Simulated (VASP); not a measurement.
# AlGaN2 (P-4m2) in VASP: single point with LDA

Aim: the single point of AlGaN2 with LDA.

Everything below comes from runs of VASP 6.6.1. Logs are shortened: lines on timing, memory, paths and dates and some standing lists are left out, and cuts for length are marked.

## Step 1: The cell of the first run

The structure is tetragonal, space group P-4m2 (No. 115). The conventional cell has a = 3.115 Å, b = 3.115 Å, c = 4.209 Å, α = 90.00°, β = 90.00°, γ = 90.00°. Within 2.5 Å of Al (site symmetry -4m2) lie 4 N at 1.85 Å. Within 2.5 Å of Ga (site symmetry -4m2) lie 4 N at 1.91 Å. N (site symmetry 2mm) has 2 Al at 1.85 Å and 2 Ga at 1.91 Å within 2.5 Å.

## Step 2: Single point, LDA (strain along c alone, the other axes held: -4.0 %, then relaxed in part)

File INCAR:

```
PREC = Accurate ; ENCUT = 910
EDIFF = 1E-6 ; ISMEAR = 0
SIGMA = 0.02 ; LREAL = F
LASPH = T ; NELM = 120
ALGO = Normal ; ISIF = 2
LWAVE = F ; LCHARG = T
GGA = CA ; LELF = T
LVHAR = T ; NBANDS = 21
GGA_COMPAT = F
```

File KPOINTS:

```
regular mesh
0
Gamma
  8 8 6
```

File POSCAR:

```
AlGaN2
1.0
    3.1152864669      0.0000000000      0.0000000000
    0.0000000000      3.1152864669      0.0000000000
    0.0000000000      0.0000000000      4.2089569927
Al Ga N
1 1 2
Direct
    0.5000000000      0.5000000000      0.5000000000
    0.0000000000      0.0000000000      0.0000000000
    0.5000000000      0.0000000000      0.7392191729
    0.0000000000      0.5000000000      0.2607808271
```

Potentials or basis: VASP PAW LDA potentials, release 64 (Al, Ga_d, N_h).

Launch:

```bash
> cat potpaw_LDA.64/Al/POTCAR potpaw_LDA.64/Ga_d/POTCAR potpaw_LDA.64/N_h/POTCAR > POTCAR
> mpirun -np 1 vasp_std > vasp.out
```

OUTCAR:

```text
PREC = Accurate
   ENCUT = 910
   EDIFF = 1E-6
   ISMEAR = 0
   LREAL = F
   LASPH = T
   NELM = 120
   ISIF = 2
   GGA = CA

 ion  position               nearest neighbor table
   1  0.500  0.500  0.500-   3 1.85   4 1.85   3 1.85   4 1.85   2 3.05   2 3.05   2 3.05   2 3.05
                             2 3.05   2 3.05   2 3.05   2 3.05
   2  0.000  0.000  0.000-   3 1.91   4 1.91   4 1.91   3 1.91   1 3.05   1 3.05   1 3.05   1 3.05
                             1 3.05   1 3.05   1 3.05   1 3.05
   3  0.500  0.000  0.739-   1 1.85   1 1.85   2 1.91   2 1.91
   4  0.000  0.500  0.261-   1 1.85   1 1.85   2 1.91   2 1.91

  LATTYP: Found a simple tetragonal cell.
 ALAT       =     3.1152864669
 C/A-ratio  =     1.3510657968

  Lattice vectors:

 A1 = (   3.1152864669,   0.0000000000,   0.0000000000)
 A2 = (   0.0000000000,   3.1152864669,   0.0000000000)
 A3 = (   0.0000000000,   0.0000000000,   4.2089569927)

Analysis of symmetry for initial positions (statically):
=====================================================================
 Subroutine PRICEL returns:
 Original cell was already a primitive cell.

 Routine SETGRP: Setting up the symmetry group for a
 simple tetragonal supercell.

 Subroutine GETGRP returns: Found  8 space group operations
 (whereof  8 operations were pure point group operations)
 out of a pool of 16 trial point group operations.

The static configuration has the point symmetry D_2d.

Analysis of symmetry for dynamics (positions and initial velocities):
=====================================================================
 Subroutine PRICEL returns:
 Original cell was already a primitive cell.

 Routine SETGRP: Setting up the symmetry group for a
 simple tetragonal supercell.

 Subroutine GETGRP returns: Found  8 space group operations
 (whereof  8 operations were pure point group operations)
 out of a pool of 16 trial point group operations.

The dynamic configuration has the point symmetry D_2d.

 Subroutine INISYM returns: Found  8 space group operations
 (whereof  8 operations are pure point group operations),
 and found     1 'primitive' translations

----------------------------------------------------------------------------------------

                                     Primitive cell

  volume of cell :      40.8480

  direct lattice vectors                    reciprocal lattice vectors
     3.115286467  0.000000000  0.000000000     0.320997767  0.000000000  0.000000000
     0.000000000  3.115286467  0.000000000     0.000000000  0.320997767  0.000000000
     0.000000000  0.000000000  4.208956993     0.000000000  0.000000000  0.237588553

  length of vectors
     3.115286467  3.115286467  4.208956993     0.320997767  0.320997767  0.237588553

  position of ions in fractional coordinates (direct lattice)
     0.500000000  0.500000000  0.500000000
     0.000000000  0.000000000  0.000000000
     0.500000000  0.000000000  0.739219173
     0.000000000  0.500000000  0.260780827

  ion indices of the primitive-cell ions
   primitive index   ion index
                 1           1
                 2           2
                 3           3
                 4           4

----------------------------------------------------------------------------------------

 KPOINTS: regular mesh

Automatic generation of k-mesh.
 Grid dimensions read from file:
 generate k-points for:    8    8    6

 Generating k-lattice:

  Cartesian coordinates                     Fractional coordinates (reciprocal lattice)
     0.040124721  0.000000000  0.000000000     0.125000000  0.000000000  0.000000000
     0.000000000  0.040124721  0.000000000     0.000000000  0.125000000  0.000000000
     0.000000000  0.000000000  0.039598092     0.000000000  0.000000000  0.166666667

  Length of vectors
     0.040124721  0.040124721  0.039598092

  Shift w.r.t. Gamma in fractional coordinates (k-lattice)
     0.000000000  0.000000000  0.000000000

 Subroutine IBZKPT returns following result:
 ===========================================

 Found     60 irreducible k-points:

 Following reciprocal coordinates:
            Coordinates               Weight
  0.000000  0.000000  0.000000      1.000000
  0.125000  0.000000  0.000000      4.000000
  0.250000  0.000000  0.000000      4.000000
  0.375000  0.000000  0.000000      4.000000
  0.500000  0.000000  0.000000      2.000000
  0.125000  0.125000  0.000000      4.000000
[... 16 lines left out ...]
  0.375000  0.125000  0.166667     16.000000
  0.500000  0.125000  0.166667      8.000000
 [... further k-points ...]
   k-points           NKPTS =     60   k-points in BZ     NKDIM =     60   number of bands    NBANDS=     21
   number of dos      NEDOS =    301   number of ions     NIONS =      4
   total plane-waves  NPLWV =  43008
   dimension x,y,z NGX =    32 NGY =   32 NGZ =   42
   dimension x,y,z NGXF=    64 NGYF=   64 NGZF=   84
   ions per type =               1   1   2
   NGX,Y,Z   is equivalent  to a cutoff of  17.08, 17.08, 16.59 a.u.
   NGXF,Y,Z  is equivalent  to a cutoff of  34.15, 34.15, 33.18 a.u.
 SYSTEM =  unknown system
   PREC   = accura    normal or accurate (medium, high low for compatibility)
   ISTART =      0    job   : 0-new  1-cont  2-samecut
   ICHARG =      2    charge: 1-file 2-atom 10-const
   ISPIN  =      1    spin polarized calculation?
   LNONCOLLINEAR =      F non collinear calculations
   LSORBIT =      F    spin-orbit coupling
   LASPH  =      T    aspherical Exc in radial PAW
   ENCUT  =  910.0 eV  66.88 Ry    8.18 a.u.   7.66  7.66 10.35*2*pi/ulx,y,z
   NELM   =    120;   NELMIN=  2; NELMDL= -5     # of ELM steps
   EDIFF  = 0.1E-05   stopping-criterion for ELM
   LREAL  =      F    real-space projection
   EDIFFG = 0.1E-04   stopping-criterion for IOM
   NSW    =      0    number of steps for IOM
   IBRION =     -1    ionic relax: 0-MD 1-quasi-New 2-CG
   NFREE  =      0    steps in history (QN), initial steepest desc. (CG)
   ISIF   =      2    stress and relaxation
   ISYM   =      2    0-nonsym 1-usesym 2-fastsym
   POTIM  = 0.5000    time-step for ionic-motion
   TEBEG  =    0.0;   TEEND  =   0.0 temperature during run
   PSTRESS=    0.0 pullay stress
   NELECT =      26.0000    total number of electrons
   NUPDOWN=      -1.0000    fix difference up-down
   EMIN   =  10.00;   EMAX   =-10.00  energy-range for DOS
   EFERMI =   0.00;   METHOD = LEGACY
   ISMEAR =     0;   SIGMA  =   0.02  broadening in eV -4-tet -1-fermi 0-gaus
   EFERMI_NEDOS =   21; number of points for ismear=-14 and -15
   IALGO  =     38    algorithm
   IMIX   =      4    mixing-type and parameters
     AMIX     =   0.40;   BMIX     =  1.00
     AMIX_MAG =   1.60;   BMIX_MAG =  1.00
  volume/ion in A,a.u.               =      10.21        68.91
  Fermi-wavevector in a.u.,A,eV,Ry     =   1.408237  2.661182 26.982147  1.983132
  Thomas-Fermi vector in A             =   2.530415
   LORBIT       =      0    0 simple, 1 ext, 2 COOP (PROOUT), +10 PAW based schemes
   GGA     = CA    functional components
   LHFCALC =     F    Hartree Fock is set to
   AEXX    =    0.0000 exact exchange contribution
   IVDW    =     0    specifies the selected vdW correction
   LEPSILON=     F    determine dielectric tensor
   LRPA    =     F    only Hartree local field effects (RPA)
 non-spin polarized calculation
 Gauss-broadening in eV      SIGMA  =   0.02
  energy-cutoff  :      910.00
  volume of cell :       40.85
 maximum number of plane-waves:      2566
 NGX is ok and might be reduce to    32
   NGX = 15   NGY = 15   NGZ = 21

 number of electron      26.0000002 magnetization

 Free energy of the ion-electron system (eV)
  ---------------------------------------------------
  ext. energy  EPLUGINS =         0.00000000
  ---------------------------------------------------
  free energy    TOTEN  =       -30.24823076 eV

  energy without entropy =      -30.24823076  energy(sigma->0) =      -30.24823076

 E-fermi :   6.4929     XC(G=0): -12.0668

 val. band max:        6.3942917615   @ k =   0.0000   0.0000   0.0000
 cond. band min:       9.7998497033   @ k =   0.5000   0.5000   0.0000
 fundamental gap:      3.4055579418
 Fermi energy:         6.4928987432

 k-point     1 :       0.0000    0.0000    0.0000
  band No.  band energies     occupation
      1      -9.4187      2.00000
      2      -7.7843      2.00000
      3      -6.6690      2.00000
      4      -6.6690      2.00000
      5      -6.6182      2.00000
      6      -6.4055      2.00000
[... 13 lines left out ...]
     20      20.1690      0.00000
     21      21.6637      0.00000

 k-point     2 :       0.1250    0.0000    0.0000
  band No.  band energies     occupation
      1      -9.2736      2.00000
      2      -7.7835      2.00000
      3      -6.6773      2.00000
      4      -6.6659      2.00000
      5      -6.5932      2.00000
      6      -6.4188      2.00000
[... 13 lines left out ...]
     20      19.9548      0.00000
     21      21.1495      0.00000

 k-point     3 :       0.2500    0.0000    0.0000
  band No.  band energies     occupation
      1      -8.8819      2.00000
      2      -7.7975      2.00000
      3      -6.6590      2.00000
      4      -6.6585      2.00000
      5      -6.5131      2.00000
      6      -6.4508      2.00000
[... 13 lines left out ...]
     20      19.3605      0.00000
     21      20.0451      0.00000
[... 457 lines left out ...]
 k-point    23 :       0.3750    0.1250    0.1667
  band No.  band energies     occupation
      1      -8.2649      2.00000
      2      -7.8391      2.00000
      3      -6.6594      2.00000
      4      -6.5543      2.00000
      5      -6.5089      2.00000
      6      -6.1933      2.00000
[... 13 lines left out ...]
     20      18.9774      0.00000
     21      19.1823      0.00000

 k-point    24 :       0.5000    0.1250    0.1667
  band No.  band energies     occupation
      1      -8.0423      2.00000
      2      -7.9106      2.00000
      3      -6.6524      2.00000
      4      -6.5368      2.00000
      5      -6.5227      2.00000
      6      -5.7991      2.00000
[... 13 lines left out ...]
     20      18.8147      0.00000
     21      18.9932      0.00000

 [... further k-points ...]
[... 5 lines left out ...]
  --------------------------------------------------------------------------------------
  -------------------------------------------------------------------------------------
  Total        2.1127025      2.1127025      3.2182794      0.0000000      0.0000000      0.0000000
  in kB       82.8663986     82.8663986    126.2303731      0.0000000      0.0000000      0.0000000
  external PRESSURE =      97.3210567 kB  Pullay stress =       0.0000000 kB

 VOLUME and BASIS-vectors are now :
 -----------------------------------------------------------------------------
  energy-cutoff  :      910.00
  volume of cell :       40.85
      direct lattice vectors                 reciprocal lattice vectors
     3.115286467  0.000000000  0.000000000     0.320997767  0.000000000  0.000000000
     0.000000000  3.115286467  0.000000000     0.000000000  0.320997767  0.000000000
     0.000000000  0.000000000  4.208956993     0.000000000  0.000000000  0.237588553

 POSITION                                       TOTAL-FORCE (eV/Angst)
 -----------------------------------------------------------------------------------
      1.55764      1.55764      2.10448         0.000000     -0.000000      0.000000
      0.00000      0.00000      0.00000         0.000000     -0.000000      0.000000
      1.55764      0.00000      3.11134         0.000000      0.000000     -0.027578
      0.00000      1.55764      1.09762        -0.000000      0.000000      0.027578
 -----------------------------------------------------------------------------------
    total drift:                                0.000000      0.000000     -0.000000

  FREE ENERGIE OF THE ION-ELECTRON SYSTEM (eV)
  ---------------------------------------------------
  free  energy   TOTEN  =       -30.2482307575 eV

  energy  without entropy=      -30.2482307575  energy(sigma->0) =      -30.24823076
```

Run time: 82 s. Hardware: 1 thread of Intel Xeon Platinum 8488C (Sapphire Rapids), shared host; peak memory 0.25 GiB.

Results:

```yaml
Free_energy: -30.2482 eV
Pressure: 9.7 GPa
Largest_force: 0.028 eV/Å
Band_gap_on_the_k_mesh: 3.41 eV, indirect (least direct gap 3.42 eV)
```

Forces on the atoms (eV/Å):
```
Al   0.000  0.000  0.000
Ga   0.000  0.000  0.000
N    0.000  0.000 -0.028
N    0.000  0.000  0.028
```

Stress tensor (GPa, compression positive):
```
 8.29  0.00  0.00
 0.00  8.29  0.00
 0.00  0.00 12.62
```

Caveat: the cell differs from its parent crystal (strain along c alone, the other axes held: -4.0 %, then relaxed in part); the cutoff is under 1.25 times the usual one of these potentials, so pressure, stress and relaxed cells hold a basis-set (Pulay) error. A k mesh can miss the band edges.
